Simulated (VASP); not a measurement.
H14SO6: single point with PBEsol

The system is H14SO6.

```xyz
21
Lattice="5.7690 0.0000 0.0000 0.0000 5.7690 0.0000 0.0000 0.0000 5.7690" Properties=species:S:1:pos:R:3 pbc="T T T"
O     4.9521    5.2695    4.1378
O     3.0690    3.5615    2.7424
O    -0.2613    2.5298    1.9272
O     2.7840    1.0514    3.8664
O     4.0541    5.7845    0.8835
O     0.9994    0.1431    2.3242
H     5.7709    5.2950    3.5926
H     4.3151    4.5933    3.8025
H     3.2785    4.1752    2.0271
H     3.2827    2.6927    2.4334
H    -0.3504    2.8809    2.8543
H    -0.0269    1.5733    2.0547
H     3.6125    0.8243    4.3612
H     2.4313    1.7431    4.4343
H     4.3609    5.4260    0.0135
H     4.9201    5.9696    1.3676
H     1.3130   -0.3887    1.4978
H     1.7382    0.2841    2.9669
H     0.5835    4.0059    5.2512
H     1.2388    3.0746    6.9750
S     1.8658    3.6914    5.9055
```

```json
{
 "Program": "VASP 6.6.1",
 "Task": "single point",
 "Functional": "PBEsol",
 "Potentials or basis": "VASP PAW PBE potentials, release 64 (O, H, S)",
 "Cutoff": "520 eV",
 "k mesh": "1 × 1 × 1",
 "Occupations": "fermi-dirac, width 0.02 eV",
 "Spin": "no spin polarisation",
 "Dipole correction": "no",
 "Further INCAR settings": "ALGO = Normal; EDIFF = 1e-06; NBANDS = 44"
}
```

| Item | Value |
| --- | --- |
| Pressure | 0.8 GPa |
| Largest force | 2.298 eV/Å |
| Band gap on the k mesh | 4.00 eV |

Forces in eV/Å, atoms in the order of the input:
```
O   -0.344 -0.475  1.102
O   -0.329  1.452  1.667
O   -0.195  0.121  0.921
O    0.886 -0.325  0.297
O    1.037  0.027  0.731
O   -0.928 -0.977 -1.527
H    0.120  0.103 -0.807
H   -0.036 -0.203 -0.481
H    0.353  0.692 -0.897
H    0.494 -1.561 -0.432
H    0.043 -0.261 -0.780
H    0.539  0.153  0.151
H   -0.109 -0.497 -0.634
H   -0.835  1.082  0.547
H    0.123  0.059  0.176
H   -1.220 -0.357 -0.633
H    0.014  0.426  1.220
H    0.848  0.386  0.049
H    1.736 -0.505  0.855
H   -0.311  0.126 -0.325
S   -1.887  0.531 -1.198
```

Stress tensor (GPa, compression positive):
```
 0.11 -0.04 -1.20
-0.04  2.58  0.09
-1.20  0.09 -0.22
```

Levels at points of the mesh, in eV from the valence-band top:
| k point | band 24 | band 25 | band 26 | band 27 | band 28 | band 29 | band 30 | band 31 | band 32 | band 33 |
| --- | --- | --- | --- | --- | --- | --- | --- | --- | --- | --- |
| (0.00, 0.00, 0.00) | -1.44 | -1.19 | -1.00 | -0.52 | 0.00 | 4.00 | 5.90 | 6.87 | 7.44 | 8.11 |

Wall time 13 s on 1 thread of Intel(R) Xeon(R) 6975P-C (Granite Rapids), on a shared host, peak memory 0.3 GiB.

Caveat: the k points lie up to 1.09 Å⁻¹ apart; the PAW data sets were made with another functional, which shifts forces and pressure a little.
